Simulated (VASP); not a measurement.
**SnSe: electric field gradients with PBE**

SnSe:

```
Sn Se
1.0
     0.00000    3.06903    3.06903
     3.06903    0.00000    3.06903
     3.06903    3.06903    0.00000
Sn Se
1 1
Direct
  0.00000 0.00000 0.00000
  0.50000 0.50000 0.50000
```

This cell differs from its parent crystal: volume scaled by 1.06.

```yaml
Program: VASP 6.6.1
Task: electric field gradients
Functional: PBE
Potentials_or_basis: VASP PAW PBE potentials, release 64 (Sn_d, Se)
Cutoff: 520 eV
k_mesh: 9 × 9 × 9
Occupations: fermi-dirac, width 0.02 eV
Spin: no spin polarisation
Dipole_correction: no
Further_INCAR_settings: ALGO = Normal; EDIFF = 1e-08; NBANDS = 17
```

* Pressure: -1.7 GPa

Levels at points of the mesh, in eV from the Fermi level:
```csv
k point,band 7,band 8,band 9,band 10,band 11,band 12,band 13,band 14
"(0.00, 0.00, 0.00)",-5.45,-2.23,-2.23,-2.23,3.89,3.89,3.89,5.72
```

It took 13 s on 1 thread of Intel(R) Xeon(R) 6975P-C (Granite Rapids), on a shared host, peak memory 0.19 GiB.

Caveat: this odd mesh misses L, where the gap lies, so gap, dielectric constants and Born charges aren't listed; without QUAD_EFG the Cq values of the log hold for a quadrupole moment of 1 mb, not for the nuclei; spin-orbit coupling is left out, which moves the levels of the heavy elements.
